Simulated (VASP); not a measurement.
# Cd (P6_3/mmc) in VASP: a series of runs, part 2 of 2

VASP 6.6.1. The steps go on from the part before.

## (3) Electric field gradients, PBEsol

INCAR

```
PREC = Accurate ; ENCUT = 520
EDIFF = 1E-8 ; ISMEAR = -1
SIGMA = 0.05 ; LREAL = F
LASPH = T ; NELM = 100
ALGO = Normal ; ISIF = 2
LWAVE = F ; LCHARG = F
GGA = PS ; LEFG = T
NBANDS = 19
```

KPOINTS

```
regular mesh
0
Gamma
  16 16 7
```

POSCAR

```
Cd
1.0
    2.9788725081      0.0000000000      0.0000000000
   -1.4894362540      2.5797792666      0.0000000000
    0.0000000000      0.0000000000      5.6176500000
Cd
2
Direct
    0.3333333333      0.6666666667      0.2500000000
    0.6666666667      0.3333333333      0.7500000000
```

Potentials or basis: VASP PAW PBE potentials, release 64 (Cd).

Command:

```
$ cat potpaw_PBE.64/Cd/POTCAR > POTCAR
$ mpirun -np 1 vasp_std > vasp.out
```

OUTCAR:

```text
PREC = Accurate
   ENCUT = 520
   EDIFF = 1E-8
   ISMEAR = -1
   LREAL = F
   LASPH = T
   NELM = 100
   ISIF = 2
   GGA = PS

 ion  position               nearest neighbor table
   1  0.333  0.667  0.250-   2 3.29   2 3.29   2 3.29   2 3.29   2 3.29   2 3.29
   2  0.667  0.333  0.750-   1 3.29   1 3.29   1 3.29   1 3.29   1 3.29   1 3.29

  LATTYP: Found a hexagonal cell.
 ALAT       =     2.9788725081
 C/A-ratio  =     1.8858309594

  Lattice vectors:

 A1 = (   2.9788725081,   0.0000000000,   0.0000000000)
 A2 = (  -1.4894362540,   2.5797792666,   0.0000000000)
 A3 = (   0.0000000000,   0.0000000000,   5.6176500000)

Analysis of symmetry for initial positions (statically):
=====================================================================
 Subroutine PRICEL returns:
 Original cell was already a primitive cell.

 Routine SETGRP: Setting up the symmetry group for a
 hexagonal supercell.

 Subroutine GETGRP returns: Found 24 space group operations
 (whereof 12 operations were pure point group operations)
 out of a pool of 24 trial point group operations.

The static configuration has the point symmetry D_3d.
 The point group associated with its full space group is D_6h.

Analysis of symmetry for dynamics (positions and initial velocities):
=====================================================================
 Subroutine PRICEL returns:
 Original cell was already a primitive cell.

 Routine SETGRP: Setting up the symmetry group for a
 hexagonal supercell.

 Subroutine GETGRP returns: Found 24 space group operations
 (whereof 12 operations were pure point group operations)
 out of a pool of 24 trial point group operations.

The dynamic configuration has the point symmetry D_3d.
 The point group associated with its full space group is D_6h.

 Subroutine INISYM returns: Found 24 space group operations
 (whereof 12 operations are pure point group operations),
 and found     1 'primitive' translations

----------------------------------------------------------------------------------------

                                     Primitive cell

  volume of cell :      43.1707

  direct lattice vectors                    reciprocal lattice vectors
     2.978872508  0.000000000  0.000000000     0.335697482  0.193815032  0.000000000
    -1.489436254  2.579779267  0.000000000     0.000000000  0.387630063  0.000000000
     0.000000000  0.000000000  5.617650000     0.000000000  0.000000000  0.178010378

  length of vectors
     2.978872508  2.978872508  5.617650000     0.387630063  0.387630063  0.178010378

  position of ions in fractional coordinates (direct lattice)
     0.333333333  0.666666667  0.250000000
     0.666666667  0.333333333  0.750000000

  ion indices of the primitive-cell ions
   primitive index   ion index
                 1           1
                 2           2

----------------------------------------------------------------------------------------

 KPOINTS: regular mesh

Automatic generation of k-mesh.
 Grid dimensions read from file:
 generate k-points for:   16   16    7

[... 71 lines left out ...]
   POTIM  = 0.5000    time-step for ionic-motion
   TEBEG  =    0.0;   TEEND  =   0.0 temperature during run
   PSTRESS=    0.0 pullay stress
   NELECT =      24.0000    total number of electrons
   NUPDOWN=      -1.0000    fix difference up-down
   EMIN   =  10.00;   EMAX   =-10.00  energy-range for DOS
   EFERMI =   0.00;   METHOD = LEGACY
   ISMEAR =    -1;   SIGMA  =   0.05  broadening in eV -4-tet -1-fermi 0-gaus
   EFERMI_NEDOS =   21; number of points for ismear=-14 and -15
   IALGO  =     38    algorithm
   IMIX   =      4    mixing-type and parameters
     AMIX     =   0.40;   BMIX     =  1.00
     AMIX_MAG =   1.60;   BMIX_MAG =  1.00
  volume/ion in A,a.u.               =      21.59       145.67
  Fermi-wavevector in a.u.,A,eV,Ry     =   1.346115  2.543789 24.654109  1.812026
  Thomas-Fermi vector in A             =   2.473973
   LORBIT       =      0    0 simple, 1 ext, 2 COOP (PROOUT), +10 PAW based schemes
   GGA     = PS    functional components
   LHFCALC =     F    Hartree Fock is set to
   AEXX    =    0.0000 exact exchange contribution
   IVDW    =     0    specifies the selected vdW correction
   LEPSILON=     F    determine dielectric tensor
   LRPA    =     F    only Hartree local field effects (RPA)
 non-spin polarized calculation
  energy-cutoff  :      520.00
  volume of cell :       43.17
 maximum number of plane-waves:      1188
 NGX is ok and might be reduce to    24
   NGX = 11   NGY = 11   NGZ = 21

 number of electron      23.9999993 magnetization

 Free energy of the ion-electron system (eV)
  ---------------------------------------------------
  ext. energy  EPLUGINS =         0.00000000
  ---------------------------------------------------
  free energy    TOTEN  =        -2.40008509 eV

  energy without entropy =       -2.39530927  energy(sigma->0) =       -2.39769718

 E-fermi :   2.7989     XC(G=0): -11.2105

 val. band max:        2.7812358951   @ k =   0.1875   0.0625   0.1429
 cond. band min:       2.8116756926   @ k =   0.3125   0.3125   0.4286
 fundamental gap:      0.0304397975
 Fermi energy:         2.7988998637

 k-point     1 :       0.0000    0.0000    0.0000
  band No.  band energies     occupation
      1      -7.0504      2.00000
      2      -6.7819      2.00000
      3      -6.4028      2.00000
      4      -6.4028      2.00000
      5      -6.3511      2.00000
      6      -6.3511      2.00000
[... 505 lines left out ...]
      6      -6.0916      2.00000
[... 11 lines left out ...]
     18      12.2141      0.00000
     19      13.1932      0.00000

 [... further k-points ...]

------------------------ aborting loop because EDIFF is reached ----------------------------------------

  FORCE on cell =-STRESS in cart. coord.  units (eV):
  Direction    XX          YY          ZZ          XY          YZ          ZX
  --------------------------------------------------------------------------------------
  -------------------------------------------------------------------------------------
  Total       -0.3076828     -0.3076828     -0.3704724     -0.0000000      0.0000000      0.0000000
  in kB      -11.4189119    -11.4189119    -13.7491943     -0.0000000      0.0000000      0.0000000
  external PRESSURE =     -12.1956727 kB  Pullay stress =       0.0000000 kB

 VOLUME and BASIS-vectors are now :
 -----------------------------------------------------------------------------
  energy-cutoff  :      520.00
  volume of cell :       43.17
      direct lattice vectors                 reciprocal lattice vectors
     2.978872508  0.000000000  0.000000000     0.335697482  0.193815032  0.000000000
    -1.489436254  2.579779267  0.000000000     0.000000000  0.387630063  0.000000000
     0.000000000  0.000000000  5.617650000     0.000000000  0.000000000  0.178010378

 POSITION                                       TOTAL-FORCE (eV/Angst)
 -----------------------------------------------------------------------------------
     -0.00000      1.71985      1.40441         0.000000     -0.000000      0.000000
      1.48944      0.85993      4.21324        -0.000000      0.000000      0.000000
 -----------------------------------------------------------------------------------
    total drift:                                0.000000     -0.000000      0.000000

  FREE ENERGIE OF THE ION-ELECTRON SYSTEM (eV)
  ---------------------------------------------------
  free  energy   TOTEN  =        -2.4000850881 eV

  energy  without entropy=       -2.3953092745  energy(sigma->0) =       -2.39769718

 Electric field gradients (V/A^2)
---------------------------------------------------------------------
 ion       V_xx      V_yy      V_zz      V_xy      V_xz      V_yz
---------------------------------------------------------------------
   1     -39.796   -39.794    79.590     0.001     0.000    -0.000
   2     -39.796   -39.794    79.590     0.001    -0.000     0.000
---------------------------------------------------------------------

 Electric field gradients after diagonalization (V/A^2)
 (convention: |V_zz| > |V_xx| > |V_yy|)
----------------------------------------------------------------------
 ion       V_xx      V_yy      V_zz     asymmetry (V_yy - V_xx)/ V_zz
----------------------------------------------------------------------
   1     -39.796   -39.794    79.590       0.000
   2     -39.796   -39.794    79.590       0.000
----------------------------------------------------------------------

           NMR quadrupolar parameters

 Cq : quadrupolar parameter    Cq=e*Q*V_zz/h
 eta: asymmetry parameters     (V_yy - V_xx)/ V_zz
 Q  : nuclear electric quadrupole moment in mb (millibarn)
----------------------------------------------------------------------
 ion       Cq(MHz)       eta       Q (mb)
----------------------------------------------------------------------
   1       0.192       0.000       1.000
   2       0.192       0.000       1.000
----------------------------------------------------------------------
```

OSZICAR:

```text
N       E                     dE             d eps       ncg     rms          rms(c)
DAV:   1     0.174675300840E+03    0.17468E+03   -0.13118E+04  4560   0.127E+03
DAV:   2     0.143494054976E+01   -0.17324E+03   -0.16667E+03  4722   0.331E+02
DAV:   3    -0.256895397970E+01   -0.40039E+01   -0.39959E+01  5273   0.577E+01
DAV:   4    -0.257611980845E+01   -0.71658E-02   -0.71654E-02  5031   0.226E+00
DAV:   5    -0.257614106657E+01   -0.21258E-04   -0.21258E-04  5028   0.123E-01    0.438E+00
DAV:   6    -0.241303125682E+01    0.16311E+00   -0.38331E-01  5015   0.756E+00    0.353E+00
DAV:   7    -0.240178379961E+01    0.11247E-01   -0.29653E-02  4997   0.157E+00    0.193E+00
DAV:   8    -0.240004761765E+01    0.17362E-02   -0.32380E-03  4886   0.698E-01    0.915E-02
DAV:   9    -0.240006362997E+01   -0.16012E-04   -0.28007E-05  5102   0.553E-02    0.426E-02
DAV:  10    -0.240008530582E+01   -0.21676E-04   -0.16037E-05  4957   0.427E-02    0.348E-03
DAV:  11    -0.240008520367E+01    0.10215E-06   -0.11259E-07  5012   0.325E-03    0.148E-03
DAV:  12    -0.240008506891E+01    0.13476E-06   -0.66453E-09  3831   0.696E-04    0.888E-04
DAV:  13    -0.240008508469E+01   -0.15774E-07   -0.47645E-10  2652   0.229E-04    0.243E-04
DAV:  14    -0.240008508809E+01   -0.34015E-08   -0.50189E-11  2586   0.730E-05
   1 F= -.24000851E+01 E0= -.23976972E+01  d E =-.477581E-02
```

Wall time 55 s (1 thread of Intel Xeon Platinum 8375C at 2.90GHz (Ice Lake), shared host); peak memory 0.21 GiB.

Results:

| Item | Value |
| --- | --- |
| Free energy | -2.4001 eV |
| Pressure | -1.2 GPa |
| Band gap on the k mesh | zero (band 12 reaches 3.69 eV, above the bottom of band 13 at -0.25 eV) |

Levels at points of the mesh, in eV from the Fermi level:
| k point | band 8 | band 9 | band 10 | band 11 | band 12 | band 13 | band 14 | band 15 | band 16 | band 17 |
| --- | --- | --- | --- | --- | --- | --- | --- | --- | --- | --- |
| (0.00, 0.00, 0.00) | -8.67 | -8.67 | -8.42 | -8.42 | -3.08 | -3.05 | 10.53 | 14.44 | 14.84 | 14.84 |
| (0.50, 0.00, 0.00) | -8.45 | -8.15 | -8.13 | -2.37 | -1.87 | 1.95 | 3.00 | 3.15 | 5.23 | 8.34 |

Electric field gradients, principal values (V/Å²):
| atom | least | middle | greatest (by size) |
| --- | --- | --- | --- |
| 1 Cd | -39.794 | -39.796 | 79.590 |
| 2 Cd | -39.794 | -39.796 | 79.590 |

Caveat: without QUAD_EFG the Cq values of the log hold for a quadrupole moment of 1 mb, not for the nuclei; the PAW data sets were made with another functional, which shifts forces and pressure a little.
